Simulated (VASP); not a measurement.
# Si16Ge (a cell with a defect) in VASP: notebook, part 3 of 3

VASP 6.6.1.

### 5 Single point, PBE

The input, INCAR:

```
SYSTEM = Si16Ge
ALGO = Normal
EDIFF = 1E-6
ENCUT = 520
GGA = PE
ISIF = 2
ISMEAR = 0
LASPH = .True.
LCHARG = .False.
LREAL = Auto
LWAVE = .False.
NBANDS = 53
NELM = 100
PREC = Accurate
SIGMA = 0.05
```

The input, KPOINTS:

```
k-points
0
Gamma
  2 2 2
  0 0 0
```

The input, POSCAR:

```
Si16Ge
1.0
    0.0000000000      5.4300000000      5.4300000000
    5.4300000000      0.0000000000      5.4300000000
    5.4300000000      5.4300000000      0.0000000000
Si Ge
16 1
Direct
   -0.0051394107      0.0092946593     -0.0053020258
    0.1161244936      0.1449725599      0.1218239411
   -0.0057058011      0.0080070902      0.5081886740
    0.1334975138      0.1239715470      0.6240431860
   -0.0146571823      0.5087266114      0.0088065378
    0.1157241252      0.6252338858      0.1251946593
   -0.0050975138      0.4946212707      0.5092941989
    0.1161860037      0.6216058932      0.6451815838
    0.4983150092      0.0106271639     -0.0019326888
    0.6237558011      0.1287171271      0.1257777164
    0.5060953959     -0.0010887661      0.4988813996
    0.6229684162      0.1268361878      0.6269030387
    0.4981744936      0.5004127993      0.0003584715
    0.6223348066      0.6291642726      0.1291848987
    0.4984240331      0.4979765193      0.5106411602
    0.6237937385      0.6258184162      0.6286615101
    0.2342713628      0.7591476059      0.2592546041
```

Potentials or basis: VASP PAW PBE potentials, release 64 (Si, Ge_d).

Launch:

```console
> cat potpaw_PBE.64/Si/POTCAR potpaw_PBE.64/Ge_d/POTCAR > POTCAR
> mpirun -np 1 vasp_std > vasp.out
```

OUTCAR:

```text
SYSTEM = Si16Ge
   EDIFF = 1E-6
   ENCUT = 520
   GGA = PE
   ISIF = 2
   ISMEAR = 0
   LASPH = .True.
   LREAL = Auto
   NELM = 100
   PREC = Accurate

 ion  position               nearest neighbor table
   1  0.995  0.009  0.995-   4 2.33  10 2.33   6 2.41   2 2.41  17 2.74
   2  0.116  0.145  0.122-   5 2.28   9 2.40   1 2.41  17 2.42   3 2.42
   3  0.994  0.008  0.508-   4 2.33  12 2.33   2 2.42   8 2.42  17 2.70
   4  0.133  0.124  0.624-   7 2.33   1 2.33   3 2.33  11 2.34
   5  0.985  0.509  0.009-  14 2.28   6 2.28   8 2.28   2 2.28
   6  0.116  0.625  0.125-   5 2.28  13 2.40   1 2.41   7 2.41  17 2.42
[... 657 lines left out ...]
  in kB       66.0577690     67.0692208     67.0527585      0.0267930      0.3067698      0.0158932
  external PRESSURE =      66.7265828 kB  Pullay stress =       0.0000000 kB

 VOLUME and BASIS-vectors are now :
 -----------------------------------------------------------------------------
  energy-cutoff  :      520.00
  volume of cell :      320.21
      direct lattice vectors                 reciprocal lattice vectors
     0.000000000  5.430000000  5.430000000    -0.092081031  0.092081031  0.092081031
     5.430000000  0.000000000  5.430000000     0.092081031 -0.092081031  0.092081031
     5.430000000  5.430000000  0.000000000     0.092081031  0.092081031 -0.092081031

 POSITION                                       TOTAL-FORCE (eV/Angst)
 -----------------------------------------------------------------------------------
      5.45168     10.80330      5.45256         0.009807      0.000285     -0.015418
      1.44871      1.29206      1.41776         0.003318      0.007409     -0.011024
      2.80294      8.15848      5.44250        -0.002903     -0.010816     -0.012017
      4.06172      4.11345      1.39806         0.031669     -0.022458     -0.022682
      2.81021      5.39823      8.11280        -0.043250      0.023499      0.015905
      4.07483      1.30819      4.02340         0.007834      0.007707      0.007299
[... 9 lines left out ...]
      6.81183      6.80083      6.78539         0.020283     -0.017385      0.003760
      5.52992      2.67985      5.39427        -0.047207      0.030288      0.024820
 -----------------------------------------------------------------------------------
    total drift:                                0.000431      0.001313     -0.000248

  FREE ENERGIE OF THE ION-ELECTRON SYSTEM (eV)
  ---------------------------------------------------
  free  energy   TOTEN  =       -86.6858242213 eV

  energy  without entropy=      -86.6759315976  energy(sigma->0) =      -86.68087791
```

Run time: 2.6 min. Hardware: 1 thread of Intel Xeon 6975P-C (Granite Rapids), shared host; peak memory 0.49 GiB.

Results:

| Property | Result |
| --- | --- |
| Free energy | -86.6858 eV |
| Pressure | 6.7 GPa |
| Largest force | 0.061 eV/Å |
| Band gap on the k mesh | zero (bands 39 and 40 overlap by 0.31 eV) |

Forces in eV/Å, atoms in the order of the input:
```
Si   0.010  0.000 -0.015
Si   0.003  0.007 -0.011
Si  -0.003 -0.011 -0.012
Si   0.032 -0.022 -0.023
Si  -0.043  0.023  0.016
Si   0.008  0.008  0.007
Si   0.012 -0.015  0.002
Si  -0.006 -0.018  0.016
Si  -0.007  0.009 -0.001
Si   0.021  0.005 -0.018
Si   0.026 -0.017 -0.017
Si   0.014 -0.005 -0.005
Si  -0.003  0.003  0.003
Si  -0.031  0.023  0.022
Si  -0.005 -0.003  0.008
Si   0.020 -0.017  0.004
Ge  -0.047  0.030  0.025
```

Caveat: the k points lie up to 0.50 Å⁻¹ apart.

### 6 Single point, PBE

The input, INCAR:

```
  PREC = Accurate
  ENCUT = 520
  EDIFF = 1E-6
  ISMEAR = 0
  SIGMA = 0.05
  LREAL = Auto
  LASPH = T
  NELM = 60
  ALGO = Normal
  ISIF = 2
  LWAVE = F
  LCHARG = F
  GGA = PE
  NBANDS = 53
```

The input, KPOINTS:

```
regular mesh
0
Gamma
  2 2 2
```

The input, POSCAR:

```
Si16Ge
1.0
    0.0000000000      5.4300000000      5.4300000000
    5.4300000000      0.0000000000      5.4300000000
    5.4300000000      5.4300000000      0.0000000000
Si Ge
16 1
Direct
   -0.0064407919      0.0124315838     -0.0012439227
    0.1162127993      0.1489958564      0.1206019337
   -0.0156952118      0.0086845304      0.5088325967
    0.1180644567      0.1273850829      0.6275029466
    0.0045206262      0.5126985267      0.0127624309
    0.1260198895      0.6336707182      0.1337504604
   -0.0064469613      0.4986237569      0.5124946593
    0.1161683241      0.6204180479      0.6491913444
    0.5029647330      0.0091735727     -0.0105807551
    0.6222707182      0.1282285451      0.1220952118
    0.4910656538     -0.0047932781      0.4953286372
    0.6145366483      0.1197491713      0.6198808471
    0.5049241252      0.4997535912     -0.0001648250
    0.6412322284      0.6222883978      0.1223434622
    0.5029877532      0.4892787293      0.5092531308
    0.6222651934      0.6219828729      0.6283092081
    0.2559094843      0.7640767035      0.2641711786
```

Potentials or basis: VASP PAW PBE potentials, release 64 (Si, Ge_d).

Launch:

```console
> cat potpaw_PBE.64/Si/POTCAR potpaw_PBE.64/Ge_d/POTCAR > POTCAR
> mpirun -np 1 vasp_std > vasp.out
```

Wall time 2.9 min (1 thread of Intel Xeon 6975P-C (Granite Rapids), shared host); peak memory 0.49 GiB.

The run converged. Its results:

| Item | Value |
| --- | --- |
| Free energy | -86.6400 eV |
| Pressure | 6.5 GPa |
| Largest force | 0.155 eV/Å |
| Band gap on the k mesh | zero (bands 39 and 40 overlap by 0.27 eV) |

Forces on the atoms (eV/Å):
```
Si  -0.014  0.008 -0.011
Si  -0.004  0.029 -0.011
Si  -0.003  0.032  0.030
Si   0.016  0.025  0.024
Si  -0.070 -0.048 -0.056
Si  -0.067 -0.066 -0.066
Si  -0.011 -0.010  0.009
Si  -0.013 -0.019  0.037
Si   0.029  0.034 -0.003
Si   0.032  0.031  0.003
Si   0.046  0.048  0.049
Si   0.051  0.046  0.045
Si   0.009 -0.008 -0.007
Si   0.035 -0.018 -0.019
Si   0.031 -0.005  0.033
Si   0.031  0.003  0.031
Ge  -0.096 -0.083 -0.088
```

Stress tensor (GPa, compression positive):
```
 6.51 -0.07 -0.07
-0.07  6.57 -0.04
-0.07 -0.04  6.57
```

Levels at points of the mesh, in eV from the Fermi level:
| k point | band 36 | band 37 | band 38 | band 39 | band 40 | band 41 | band 42 | band 43 |
| --- | --- | --- | --- | --- | --- | --- | --- | --- |
| (0.00, 0.00, 0.00) | -0.87 | -0.77 | -0.76 | -0.34 | -0.22 | -0.21 | 0.00 | 0.02 |
| (0.50, 0.00, 0.00) | -1.50 | -1.49 | -1.43 | -0.30 | 0.41 | 0.63 | 0.81 | 0.86 |
| (0.00, 0.50, 0.00) | -1.50 | -1.50 | -1.44 | -0.30 | 0.43 | 0.62 | 0.81 | 0.85 |
| (0.00, 0.00, 0.50) | -1.50 | -1.50 | -1.44 | -0.30 | 0.43 | 0.62 | 0.81 | 0.85 |
| (0.50, 0.50, 0.50) | -1.50 | -1.46 | -1.46 | -0.35 | 0.42 | 0.44 | 0.98 | 0.98 |
| (0.50, 0.50, 0.00) | -2.04 | -1.90 | -1.27 | 0.04 | 0.72 | 1.02 | 1.10 | 1.13 |
| (0.00, 0.50, 0.50) | -2.04 | -1.91 | -1.29 | 0.05 | 0.72 | 1.02 | 1.09 | 1.12 |
| (0.50, 0.00, 0.50) | -2.04 | -1.90 | -1.28 | 0.04 | 0.72 | 1.02 | 1.10 | 1.13 |

Caveat: the k points lie up to 0.50 Å⁻¹ apart.

### 7 Single point, PBE

The input, INCAR:

```
PREC = Accurate
ENCUT = 520
EDIFF = 1E-7
ISMEAR = 0
SIGMA = 0.05
LREAL = Auto
LASPH = True
NELM = 80
ALGO = Normal
ISIF = 2
LWAVE = False
LCHARG = True
GGA = PE
LELF = True
LVHAR = True
NBANDS = 53
```

KPOINTS is that of step 6.

The input, POSCAR:

```
Si16Ge
1.0
    0.0000000000      5.4300000000      5.4300000000
    5.4300000000      0.0000000000      5.4300000000
    5.4300000000      5.4300000000      0.0000000000
Si Ge
16 1
Direct
   -0.0060888582      0.0161636280     -0.0024371087
    0.1125268877      0.1578957643      0.1163944751
   -0.0243066298      0.0094092081      0.5095716390
    0.1122490792      0.1265021179      0.6266671271
    0.0151301105      0.5203028545      0.0204336096
    0.1384917127      0.6430596685      0.1432071823
   -0.0060887661      0.4973909761      0.5162942910
    0.1124868324      0.6161923573      0.6581442910
    0.5051283610      0.0093823204     -0.0201154696
    0.6229904236      0.1268963168      0.1153569061
    0.4856316759     -0.0113292818      0.4888486188
    0.6096397790      0.1135403315      0.6137198895
    0.5115728361      0.4978048803     -0.0020418969
    0.6530910681      0.6166711786      0.1167980663
    0.5051641805      0.4796813076      0.5095431860
    0.6229872007      0.6151921731      0.6270485267
    0.2714478821      0.7764918969      0.2766631676
```

Launch:

```console
> cat potpaw_PBE.64/Si/POTCAR potpaw_PBE.64/Ge_d/POTCAR > POTCAR
> mpirun -np 1 vasp_std > vasp.out
```

Wall time 3 min (1 thread of Intel Xeon 6975P-C (Granite Rapids), shared host); peak memory 0.48 GiB.

Results (log left out):

```yaml
Free_energy: -86.4604 eV
Pressure: 6.1 GPa
Largest_force: 0.426 eV/Å
Band_gap_on_the_k_mesh: zero (bands 39 and 40 overlap by 0.18 eV)
```

Forces on the atoms (eV/Å):
```
Si  -0.010  0.034 -0.010
Si  -0.008  0.121 -0.008
Si   0.037  0.033  0.031
Si   0.040  0.024  0.024
Si  -0.084 -0.069 -0.075
Si  -0.113 -0.110 -0.110
Si  -0.007 -0.008  0.036
Si  -0.017 -0.015  0.127
Si   0.028  0.031  0.043
Si   0.027  0.030  0.029
Si   0.066  0.063  0.064
Si   0.066  0.064  0.062
Si   0.038 -0.005 -0.005
Si   0.129 -0.020 -0.022
Si   0.030  0.039  0.032
Si   0.027  0.031  0.030
Ge  -0.251 -0.241 -0.246
```

Stress tensor (GPa, compression positive):
```
 6.11 -0.60 -0.60
-0.60  6.09 -0.58
-0.60 -0.58  6.09
```

Levels at points of the mesh, in eV from the Fermi level:
| k point | band 35 | band 36 | band 37 | band 38 | band 39 | band 40 | band 41 | band 42 | band 43 | band 44 |
| --- | --- | --- | --- | --- | --- | --- | --- | --- | --- | --- |
| (0.00, 0.00, 0.00) | -1.61 | -0.93 | -0.72 | -0.71 | -0.55 | -0.16 | -0.16 | 0.06 | 0.06 | 0.52 |
| (0.50, 0.00, 0.00) | -1.52 | -1.51 | -1.49 | -1.23 | -0.16 | 0.16 | 0.74 | 0.74 | 0.87 | 1.22 |
| (0.00, 0.50, 0.00) | -1.52 | -1.51 | -1.49 | -1.23 | -0.16 | 0.17 | 0.74 | 0.74 | 0.86 | 1.22 |
| (0.00, 0.00, 0.50) | -1.52 | -1.51 | -1.49 | -1.23 | -0.16 | 0.17 | 0.74 | 0.74 | 0.86 | 1.22 |
| (0.50, 0.50, 0.50) | -1.44 | -1.44 | -1.43 | -1.42 | -0.38 | 0.36 | 0.37 | 1.08 | 1.09 | 1.10 |
| (0.50, 0.50, 0.00) | -2.14 | -1.99 | -1.86 | -1.16 | 0.02 | 0.50 | 1.10 | 1.20 | 1.33 | 1.84 |
| (0.00, 0.50, 0.50) | -2.14 | -1.99 | -1.86 | -1.17 | 0.02 | 0.50 | 1.10 | 1.19 | 1.33 | 1.84 |
| (0.50, 0.00, 0.50) | -2.14 | -1.99 | -1.86 | -1.16 | 0.02 | 0.50 | 1.10 | 1.20 | 1.33 | 1.84 |

Caveat: the k points lie up to 0.50 Å⁻¹ apart.

### 8 The runs side by side

```csv
cell,gap on the mesh (eV),pressure (GPa),largest force (eV/Å)
"as given, atomic positions A",0.05,5.6,0.01
"as given, atomic positions B",none,5.9,0.03
"as given, atomic positions C",none,6.4,0.35
"as given, atomic positions D",none,6.7,0.06
"as given, atomic positions E",none,6.5,0.15
"as given, atomic positions F",none,6.1,0.43
```

Alike in all rows: task single point; level PBE; potentials or basis VASP PAW PBE potentials, release 64 (Si, Ge_d); no spin polarisation; k mesh 2 × 2 × 2; cutoff (eV) 520; smearing gaussian 0.05 eV.

Caveats: all runs use coarse meshes.

Total energies depend on the potentials used, so only differences within one code and one set of settings carry meaning.
